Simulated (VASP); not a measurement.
Set up this calculation in VASP 6.6.1, as the native input.

| Property | Result |
| --- | --- |
| Task | single point |
| Functional | PBE |
| Potentials or basis | VASP PAW PBE potentials, release 64 (Sn_d, O) |
| Cutoff | 520 eV |
| k mesh | 6 × 6 × 8 |
| Occupations | gaussian, width 0.05 eV |
| Spin | no spin polarisation |
| Dipole correction | no |
| Further INCAR settings | ALGO = Normal; EDIFF = 1e-06; NBANDS = 35 |

The structure of SnO2 lies in POSCAR:

```
SnO2
1.0
    4.8277932898      0.0000000000      0.0000000000
    0.0000000000      4.8278069739      0.0000000000
    0.0000000000      0.0000000000      3.2379014683
Sn O
2 4
Direct
    0.5059145075      0.5076213321      0.5000000000
   -0.0059244324      0.0076290438      0.0000000000
    0.3301998442      0.2783261492      0.0000000000
    0.7829818591      0.1650961858      0.5000000000
    0.1698369763      0.7783568552      0.5000000000
    0.7170549614      0.6650654798      0.0000000000
```

This cell differs from its parent crystal: atoms displaced along a vibrational mode.

The input as run:

INCAR

```
SYSTEM = SnO2
  PREC = Accurate
  ENCUT = 520
  EDIFF = 1E-6
  ISMEAR = 0
  SIGMA = 0.05
  LREAL = .FALSE.
  LASPH = .TRUE.
  NELM = 80
  ALGO = Normal
  ISIF = 2
  LWAVE = .FALSE.
  LCHARG = .FALSE.
  GGA = PE
  NBANDS = 35
```

KPOINTS

```
regular mesh
0
G
  6 6 8
  0 0 0
```

Potentials or basis: VASP PAW PBE potentials, release 64 (Sn_d, O).

Command:

```bash
$ cat potpaw_PBE.64/Sn_d/POTCAR potpaw_PBE.64/O/POTCAR > POTCAR
$ mpirun -np 1 vasp_std > vasp.out
```

It gave:

```yaml
Pressure: 0.2 GPa
Largest_force: 0.962 eV/Å
Band_gap_on_the_k_mesh: 0.73 eV
```

Caveat: the cell differs from its parent crystal (atoms displaced along a vibrational mode); spin-orbit coupling is left out, which moves the levels of the heavy elements.

Run time: 2.2 min on 1 thread of Intel(R) Xeon(R) Platinum 8259CL CPU @ 2.50GHz (Skylake/Cascade Lake), on a shared host, peak memory 0.32 GiB.
